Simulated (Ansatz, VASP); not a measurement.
## MgO in VASP and in Ansatz

INCAR

```
SYSTEM = MgO
ALGO = Normal
EDIFF = 1E-6
ENCUT = 840
GGA = CA
GGA_COMPAT = .False.
ISIF = 2
ISMEAR = -1
LASPH = .True.
LCHARG = .False.
LREAL = .False.
LWAVE = .False.
NBANDS = 15
NELM = 120
PREC = Accurate
SIGMA = 0.05
```

File KPOINTS:

```
k-points
0
Gamma
  15 15 15
  0 0 0
```

The input POSCAR:

```
MgO
1.0
    0.0000000000      2.0796222308      2.0796222308
    2.0796222308      0.0000000000      2.0796222308
    2.0796222308      2.0796222308      0.0000000000
Mg O
1 1
Direct
    0.0000000000      0.0000000000      0.0000000000
    0.5000000000      0.5000000000      0.5000000000
```

Input for Ansatz:

```yaml
crystal:
  lattice:
    - [0.0, 2.0796222308, 2.0796222308]
    - [2.0796222308, 0.0, 2.0796222308]
    - [2.0796222308, 2.0796222308, 0.0]
  atoms:
    - { symbol: Mg, position: [0.0, 0.0, 0.0] }
    - { symbol: O, position: [0.5, 0.5, 0.5] }
kpoints:
  mp_grid: { grid: [15, 15, 15] }
  band_path:
    path:
      - [0.0, 0.0, 0.0]
      - [0.5, 0.0, 0.5]
      - [0.625, 0.25, 0.625]
      - [0.375, 0.375, 0.75]
      - [0.0, 0.0, 0.0]
      - [0.5, 0.5, 0.5]
      - [0.5, 0.25, 0.75]
      - [0.5, 0.0, 0.5]
    npoints: 8
scf:
  occupations: { method: fermi_dirac, width: 0.05 }
hamiltonian:
  xc: lda
  pseudopotentials: { kind: paw }
output:
  forces: true
  stress: true
  eigenvalues: true
  populations: true
  dos: { projected: true, de: 0.2, e_range: [-14, 8] }
```

Change from the starting cell: volume scaled by 1, PAW files.

Alike in both runs: task single point; functional LDA; k mesh 15 × 15 × 15; occupations fermi-dirac, width 0.05 eV; no spin polarisation.

```csv
,VASP,Ansatz
version,VASP 6.6.1,Ansatz 0.2.0
potentials or method,"VASP PAW LDA potentials, release 64 (Mg_sv, O)","PAW with Ansatz's default frozen-core files, scalar-relativistic"
plane-wave cutoff (eV),840,420
valence electrons in the cell,16,16
```

VASP gave:

```
gap on the k mesh at the Fermi level (eV) : 5.04
pressure (GPa)                            : 0.6
```

Problem. Which values does Ansatz return?

Solution. gap on the k mesh at the Fermi level (eV): 5.03; pressure (GPa): 0.0.

LDA's correlation is that of Perdew and Zunger in VASP and of Perdew and Wang (1992) in Ansatz.
